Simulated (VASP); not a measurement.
# BaTiO3 (Barioperovskite) (Amm2) in VASP: further runs, part 2 of 2

VASP 6.6.1.

### Step 3. Single point, r2SCAN (volume scaled by 1.06, then relaxed in part)

File POSCAR:

```
BaTiO3
1.0
    3.9613307538      0.0000000000      0.0000000000
    0.0000000000      2.9326861801      2.9704911072
    0.0000000000     -2.9326861801      2.9704911072
Ba Ti O
1 1 3
Direct
    0.0000000000      0.0150132007      0.0150132007
    0.5000000000      0.5329685635      0.5329685635
    0.0000000000      0.4849951378      0.4849951378
    0.5000000000      0.4945378053      0.9693652927
    0.5000000000      0.9693652927      0.4945378053
```

File INCAR.step1:

```
  ALGO = Normal
  EDIFF = 1E-4
  ENCUT = 520
  GGA = PE
  ISMEAR = 0
  LASPH = True
  LCHARG = False
  LREAL = False
  LWAVE = True
  NBANDS = 28
  NELM = 60
  PREC = Accurate
  SIGMA = 0.02
```

File INCAR.step2:

```
  ALGO = Normal
  EDIFF = 1E-7
  ENCUT = 520
  ISIF = 2
  ISMEAR = 0
  ISTART = 1
  LASPH = True
  LCHARG = False
  LMIXTAU = True
  LREAL = False
  LWAVE = False
  METAGGA = R2SCAN
  NBANDS = 28
  NELM = 60
  PREC = Accurate
  SIGMA = 0.02
```

File KPOINTS:

```
k-points
0
Gamma
  8 8 8
```

Potentials or basis: VASP PAW PBE potentials, release 64 (Ba_sv, Ti_sv, O).

Command:

```console
$ cat potpaw_PBE.64/Ba_sv/POTCAR potpaw_PBE.64/Ti_sv/POTCAR potpaw_PBE.64/O/POTCAR > POTCAR
$ cp INCAR.step1 INCAR
$ mpirun -np 1 vasp_std > vasp.out
$ cp INCAR.step2 INCAR
$ mpirun -np 1 vasp_std > vasp.out
```

OUTCAR:

```text
EDIFF = 1E-7
   ENCUT = 520
   ISIF = 2
   ISMEAR = 0
   ISTART = 1
   LASPH = True
   LREAL = False
   METAGGA = R2SCAN
   NELM = 60
   PREC = Accurate

 ion  position               nearest neighbor table
   1  0.000  0.015  0.015-   3 2.79   4 2.82   5 2.82   4 2.82   5 2.82   3 2.94   3 2.94   5 2.95
                             4 2.95   5 2.95   4 2.95   3 3.15   2 3.48   2 3.48   2 3.54   2 3.54
   2  0.500  0.533  0.533-   4 1.83   5 1.83   3 2.00   3 2.00   5 2.36   4 2.36   1 3.48   1 3.48
                             1 3.54   1 3.54   1 3.54   1 3.54   1 3.66   1 3.66
   3  0.000  0.485  0.485-   2 2.00   2 2.00   1 2.79   1 2.94   1 2.94   1 3.15
   4  0.500  0.495  0.969-   2 1.83   2 2.36   1 2.82   1 2.82   1 2.95   1 2.95
   5  0.500  0.969  0.495-   2 1.83   2 2.36   1 2.82   1 2.82   1 2.95   1 2.95

  LATTYP: Found a base centered orthorhombic cell.
 ALAT       =     5.8653723602
 B/A-ratio  =     1.0128908873
 C/A-ratio  =     0.6753758347

  Lattice vectors:

 A1 = (   0.0000000000,   2.9326861801,  -2.9704911072)
 A2 = (   0.0000000000,   2.9326861801,   2.9704911072)
 A3 = (   3.9613307538,   0.0000000000,   0.0000000000)

Analysis of symmetry for initial positions (statically):
[... 176 lines left out ...]
  free energy    TOTEN  =       -74.22279805 eV

  energy without entropy =      -74.22279805  energy(sigma->0) =      -74.22279805

 E-fermi :   3.1164     XC(G=0): -11.4602

 val. band max:        2.9732652354   @ k =   0.5000   0.5000   0.5000
 cond. band min:       5.9215191011   @ k =   0.0000   0.0000   0.0000
 fundamental gap:      2.9482538657
 Fermi energy:         3.1163831473

 k-point     1 :       0.0000    0.0000    0.0000
  band No.  band energies     occupation
      1     -55.5527      2.00000
      2     -30.8071      2.00000
      3     -30.8067      2.00000
      4     -30.6787      2.00000
      5     -22.7887      2.00000
      6     -14.7140      2.00000
[... 733 lines left out ...]
     27      11.3058      0.00000
     28      12.5299      0.00000

 [... further k-points ...]
[... 5 lines left out ...]
  --------------------------------------------------------------------------------------
  -------------------------------------------------------------------------------------
  Total       -1.5101256     -1.4101978     -1.5075046      0.0000000      0.0000000      0.0000000
  in kB      -35.0557055    -32.7360050    -34.9948606      0.0000000      0.0000000      0.0000000
  external PRESSURE =     -34.2621904 kB  Pullay stress =       0.0000000 kB

 VOLUME and BASIS-vectors are now :
 -----------------------------------------------------------------------------
  energy-cutoff  :      520.00
  volume of cell :       69.02
      direct lattice vectors                 reciprocal lattice vectors
     3.961330754  0.000000000  0.000000000     0.252440420  0.000000000  0.000000000
     0.000000000  2.932686180  2.970491107     0.000000000  0.170492160  0.168322335
     0.000000000 -2.932686180  2.970491107     0.000000000 -0.170492160  0.168322335

 POSITION                                       TOTAL-FORCE (eV/Angst)
 -----------------------------------------------------------------------------------
      0.00000      0.00000      0.08919         0.000000      0.000000     -0.044344
      1.98067      0.00000      3.16636         0.000000      0.000000     -0.214274
      0.00000      0.00000      2.88135         0.000000      0.000000      0.022451
      1.98067     -1.39252      4.34851         0.000000     -0.100756      0.118083
      1.98067      1.39252      4.34851         0.000000      0.100756      0.118083
 -----------------------------------------------------------------------------------
    total drift:                                0.000000     -0.000001      0.001828

  FREE ENERGIE OF THE ION-ELECTRON SYSTEM (eV)
  ---------------------------------------------------
  free  energy   TOTEN  =       -74.2227980454 eV

  energy  without entropy=      -74.2227980454  energy(sigma->0) =      -74.22279805
```

It took 5.5 min on 1 thread of AMD EPYC 9R45 (Zen 5), shared host; peak memory 0.3 GiB.

Results:

```
Free energy            : -74.2228 eV
Pressure               : -3.4 GPa
Largest force          : 0.214 eV/Å
Band gap on the k mesh : 2.95 eV, indirect (least direct gap 3.59 eV)
```

Forces on the atoms (eV/Å):
```
Ba   0.000  0.000 -0.044
Ti   0.000  0.000 -0.214
O    0.000  0.000  0.022
O    0.000 -0.101  0.118
O    0.000  0.101  0.118
```

Stress tensor (GPa, compression positive):
```
-3.51  0.00  0.00
 0.00 -3.27  0.00
 0.00  0.00 -3.50
```

Levels at points of the mesh, in eV from the valence-band top:
| k point | band 16 | band 17 | band 18 | band 19 | band 20 | band 21 | band 22 | band 23 | band 24 | band 25 |
| --- | --- | --- | --- | --- | --- | --- | --- | --- | --- | --- |
| (0.00, 0.00, 0.00) | -1.48 | -1.17 | -0.90 | -0.77 | -0.67 | 2.95 | 3.31 | 3.35 | 4.82 | 4.88 |
| (0.50, 0.00, 0.00) | -2.24 | -1.59 | -1.50 | -1.41 | -1.36 | 3.34 | 4.03 | 4.41 | 4.74 | 5.86 |
| (0.00, 0.50, 0.00) | -1.88 | -1.71 | -1.61 | -1.18 | -0.89 | 3.21 | 4.12 | 4.17 | 4.82 | 6.27 |
| (0.50, 0.50, 0.00) | -2.54 | -1.77 | -1.04 | -0.95 | -0.07 | 4.14 | 4.21 | 4.55 | 4.93 | 7.71 |
| (0.00, 0.50, 0.50) | -2.50 | -1.61 | -1.07 | -0.90 | -0.45 | 4.10 | 4.26 | 4.32 | 5.54 | 7.51 |
| (0.50, 0.50, 0.50) | -2.51 | -2.42 | -0.39 | -0.06 | 0.00 | 4.48 | 4.54 | 4.80 | 6.59 | 6.88 |

Caveat: the PAW data sets were made with another functional, which shifts forces and pressure a little; spin-orbit coupling is left out, which moves the levels of the heavy elements.
